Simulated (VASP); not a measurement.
A run of VASP 6.6.1 is set up as follows.

Contents of INCAR:

```
SYSTEM = AlN
PREC = Accurate ; ENCUT = 520
EDIFF = 1E-6 ; ISMEAR = 0
SIGMA = 0.05 ; LREAL = .False.
LASPH = .True. ; NELM = 100
ALGO = Normal ; ISIF = 2
LWAVE = .False. ; LCHARG = .False.
GGA = PS ; NBANDS = 11
```

KPOINTS

```
Automatic mesh
0
Gamma
  10 10 10
  0 0 0
```

The input POSCAR:

```
AlN
1.0
    0.0000000000      2.2396523787      2.1631588278
    2.1631588278      0.0000000000      2.1631588278
    2.1631588278      2.2396523787      0.0000000000
Al N
1 1
Direct
   -0.0090133114      0.0090133114      0.0090133114
    0.7673622480      0.7326377520      0.7326377520
```

Potentials or basis: VASP PAW PBE potentials, release 64 (Al, N).

Launch:

```bash
$ cat potpaw_PBE.64/Al/POTCAR potpaw_PBE.64/N/POTCAR > POTCAR
$ mpirun -np 1 vasp_std > vasp.out
```

Problem. Predict the band gap on the k mesh.

Solution. 2.86 eV, indirect (least direct gap 3.78 eV).

Problem. What does it give for the pressure?

Solution. 1.5 GPa.

Problem. Predict the largest force.

Solution. 1.590 eV/Å.

Forces in eV/Å, atoms in the order of the input:
```
Al  -1.590  0.000  0.000
N    1.590  0.000  0.000
```

Caveat: the cell differs from its parent crystal (mode 4 frozen in at -0.076 Å, strain +e along z and -e/2 along x and y +0.0233); the PAW data sets were made with another functional, which shifts forces and pressure a little. A k mesh can miss the band edges.
